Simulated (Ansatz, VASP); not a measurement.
**Nb: VASP beside Ansatz**

Contents of INCAR:

```
SYSTEM = Nb
ALGO = Fast
EDIFF = 1E-6
ENCUT = 520
GGA = PE
ISIF = 2
ISMEAR = 0
LASPH = .True.
LCHARG = .True.
LELF = .True.
LREAL = .False.
LVHAR = .True.
LWAVE = .False.
NBANDS = 12
NELM = 80
PREC = Accurate
SIGMA = 0.15
```

File KPOINTS:

```
k-points
0
Gamma
  22 22 22
  0 0 0
```

POSCAR

```
Nb
1.0
   -1.6119171290      1.6119171290      1.7731088419
    1.6119171290     -1.6119171290      1.7731088419
    1.6119171290      1.6119171290     -1.7731088419
Nb
1
Direct
    0.0000000000      0.0000000000      0.0000000000
```

Input for Ansatz:

```yaml
crystal:
  lattice:
    - [-1.611917129, 1.611917129, 1.7731088419]
    - [1.611917129, -1.611917129, 1.7731088419]
    - [1.611917129, 1.611917129, -1.7731088419]
  atoms:
    - { symbol: Nb, position: [0.0, 0.0, 0.0] }
basis:
  ecutwfc: 420
kpoints:
  mp_grid: { grid: [22, 22, 22] }
hamiltonian:
  xc: pbe
scf:
  occupations: { method: gaussian, width: 0.15 }
output:
  forces: true
  stress: true
  eigenvalues: true
```

Alike in both runs: task single point; functional PBE; k mesh 22 × 22 × 22; occupations gaussian, width 0.15 eV; no spin polarisation.

```csv
,VASP,Ansatz
version,VASP 6.6.1,Ansatz 0.2.0
potentials or method,"VASP PAW PBE potentials, release 64 (Nb_sv), cutoff 520 eV","scalar-relativistic, plane waves, PAW"
valence electrons in the cell,13,13
```

```tsv
	VASP	Ansatz	Ansatz less VASP
gap on the k mesh at the Fermi level (eV)	none	none	-
pressure (GPa)	-2.4	-2.0	+0.38
traceless stress, the component that is largest in VASP (GPa)	-7.16	-7.19	-0.033
```

A gap of «none» marks a metal or a gap that the smearing closes.
